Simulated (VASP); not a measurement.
Here is a VASP 6.6.1 calculation.

The input INCAR:

```
PREC = Accurate ; ENCUT = 520
EDIFF = 1E-6 ; ISMEAR = 0
SIGMA = 0.05 ; LREAL = F
LASPH = T ; NELM = 100
ALGO = Normal ; ISIF = 2
LWAVE = F ; LCHARG = T
GGA = B5 ; ALDAX = 1.0
AGGAX = 1.0 ; AGGAC = 1.0
ALDAC = 0.0 ; IVDW = 12
VDW_S6 = 1.0 ; VDW_S8 = 2.6996
VDW_A1 = 0.4298 ; VDW_A2 = 4.2359
LELF = T ; LVHAR = T
NBANDS = 18
```

File KPOINTS:

```
Automatic mesh
0
Gamma
  10 10 10
```

The input POSCAR:

```
Si2W
1.0
   -1.6121600465      1.6121600465      3.9099520359
    1.6121600465     -1.6121600465      3.9099520359
    1.6121600465      1.6121600465     -3.9099520359
Si W
2 1
Direct
    0.3352026534      0.3352026534      0.0000000000
    0.6647973466      0.6647973466      0.0000000000
    0.0000000000      0.0000000000      0.0000000000
```

Potentials or basis: VASP PAW PBE potentials, release 64 (Si, W_sv).

The run is started by

```sh
$ cat potpaw_PBE.64/Si/POTCAR potpaw_PBE.64/W_sv/POTCAR > POTCAR
$ mpirun -np 1 vasp_std > vasp.out
```

Q: Predict the pressure.

A: -3.9 GPa.

Q: What does it give for the dispersion energy per atom?

A: -1.317 eV.

Q: Predict the band gap on the k mesh.

A: Zero (band 11 reaches 13.02 eV, above the bottom of band 12 at 11.81 eV).

Stress tensor (GPa, compression positive):
```
-3.98  0.00  0.00
 0.00 -3.98  0.00
 0.00  0.00 -3.72
```

Caveat: the PAW data sets were made with another functional, which shifts forces and pressure a little; spin-orbit coupling is left out, which moves the levels of the heavy elements; pairwise dispersion overbinds metals, which lowers pressure and volume.
